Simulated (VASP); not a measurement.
**NiSb: single point with LDA**

The system is NiSb.

```xyz
4
Lattice="3.8791 0.0000 0.0000 -1.9396 3.3594 0.0000 0.0000 0.0000 5.0285" Properties=species:S:1:pos:R:3 pbc="T T T"
Ni    0.0000    0.0000    0.0000
Ni    0.0000    0.0000    2.5143
Sb    0.0000    2.2396    1.2571
Sb    1.9396    1.1198    3.7714
```

| Quantity | Value |
| --- | --- |
| Program | VASP 6.6.1 |
| Task | single point |
| Functional | LDA |
| Potentials or basis | VASP PAW LDA potentials, release 64 (Ni, Sb) |
| Cutoff | 520 eV |
| k mesh | 12 × 12 × 8 |
| Occupations | gaussian, width 0.1 eV |
| Spin | no spin polarisation |

The pressure is 0.3 GPa. The band gap on the k mesh is zero (band 15 reaches 12.71 eV, above the bottom of band 16 at 9.18 eV).

Stress tensor (GPa, compression positive):
```
0.25 0.00 0.00
0.00 0.25 0.00
0.00 0.00 0.36
```

Levels at points of the mesh, in eV from the Fermi level:
```csv
k point,band 13,band 14,band 15,band 16,band 17,band 18
"(0.00, 0.00, 0.00)",-0.04,0.57,0.57,2.55,2.55,3.13
"(0.50, 0.00, 0.00)",-1.74,-1.52,-1.44,-0.36,1.20,3.45
"(0.00, 0.00, 0.50)",0.36,0.36,2.13,2.13,2.13,2.13
"(0.50, 0.00, 0.50)",-1.97,-1.97,0.16,0.16,1.78,1.78
```

It took 54 s on 1 thread of Intel(R) Xeon(R) 6975P-C (Granite Rapids) (shared host), peak memory 0.25 GiB.

Caveat: spin-orbit coupling is left out, which moves the levels of the heavy elements. Spin polarisation is off, so any magnetic state and its effect on volume and gap are missing.
